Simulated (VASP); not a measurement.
CaO, 2 atoms in the cell. The structure is tetragonal, space group P4/mmm (No. 123). Conventional cell: a = 2.972 Å, b = 2.972 Å, c = 2.903 Å, α = 90.00°, β = 90.00°, γ = 90.00°. Ca (site symmetry 4/mmm) has 8 O at 2.55 Å and 6 Ca at 2.90 to 2.97 Å within 3.4 Å. Within 3.4 Å of O (site symmetry 4/mmm) lie 8 Ca at 2.55 Å and 6 O at 2.90 to 2.97 Å.  This cell differs from its parent crystal: biaxial xy strain +2.4%.

| Property | Result |
| --- | --- |
| Program | VASP 6.6.1 |
| Task | single point |
| Functional | PBE |
| Potentials or basis | VASP PAW PBE potentials, release 64 (Ca_sv, O) |
| Cutoff | 520 eV |
| k mesh | 8 × 8 × 8 |
| Occupations | fermi-dirac, width 0.02 eV |
| Spin | no spin polarisation |
| Dipole correction | no |
| Further INCAR settings | ALGO = Normal; EDIFF = 1e-06; NBANDS = 15 |

Potentials or basis: VASP PAW PBE potentials, release 64 (Ca_sv, O).

Launch:

```bash
$ cat potpaw_PBE.64/Ca_sv/POTCAR potpaw_PBE.64/O/POTCAR > POTCAR
$ mpirun -np 1 vasp_std > vasp.out
```

Hardware: 1 thread of AMD EPYC 7571, on a shared host.

Task: How long does it take, and how much memory?

Result: Wall time 61 s on 1 thread of AMD EPYC 7571, with other jobs on the host, peak memory 0.12 GiB. Counts: scf iterations 13, k points 75.
